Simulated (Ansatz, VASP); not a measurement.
## One calculation of W, two programs

Contents of INCAR:

```
SYSTEM = W
PREC = Accurate
ENCUT = 520
EDIFF = 1E-6
ISMEAR = 0
SIGMA = 0.15
LREAL = .False.
LASPH = .True.
NELM = 60
ALGO = Fast
ISIF = 2
LWAVE = .False.
LCHARG = .False.
GGA = PS
NBANDS = 21
```

KPOINTS

```
regular mesh
0
Gamma
  16 16 12
  0 0 0
```

Contents of POSCAR:

```
W
1.0
    0.0000000000     -2.0300000000     -2.0300000000
    0.0000000000      2.0300000000     -2.0300000000
    4.0600000000      0.0000000000      0.0000000000
W
2
Direct
    0.5000000000      0.5000000000      0.5307881773
    0.0000000000      0.0000000000     -0.0307881773
```

Input for Ansatz:

```yaml
crystal:
  lattice:
    - [0.0, -2.03, -2.03]
    - [0.0, 2.03, -2.03]
    - [4.06, 0.0, 0.0]
  atoms:
    - { symbol: W, position: [0.5, 0.5, 0.5307881773] }
    - { symbol: W, position: [0.0, 0.0, -0.0307881773] }
basis:
  ecutwfc: 420
kpoints:
  mp_grid: { grid: [16, 16, 12] }
hamiltonian:
  xc: pbesol
scf:
  occupations: { method: gaussian, width: 0.15 }
output:
  forces: true
  stress: true
  eigenvalues: true
```

Change from the starting cell: mode 6 (197.5 1/cm) frozen in, largest displacement +0.125 Å.

Alike in both runs: task single point; functional PBEsol; k mesh 16 × 16 × 12; occupations gaussian, width 0.15 eV; no spin polarisation.

|  | VASP | Ansatz |
| --- | --- | --- |
| version | VASP 6.6.1 | Ansatz 0.2.0 |
| potentials or method | VASP PAW PBE potentials, release 64 (W_sv), cutoff 520 eV | scalar-relativistic, plane waves, PAW |
| valence electrons in the cell | 28 | 28 |

Ansatz gave:

- gap on the k mesh at the Fermi level (eV): none
- pressure (GPa): -5.6
- traceless stress, the component that is largest in VASP (GPa): -13.33
- rms of the force components (eV/Å): 1.405

Problem. Which values does VASP return?

Solution. gap on the k mesh at the Fermi level (eV): none; pressure (GPa): -5.0; traceless stress, the component that is largest in VASP (GPa): -13.40; rms of the force components (eV/Å): 1.425.

VASP's potentials were made for PBE, not for PBEsol. Atom by atom the forces differ by 0.020 eV/Å (rms over components). A gap of «none» marks a metal or a gap that the smearing closes.

Spin-orbit coupling is off throughout.
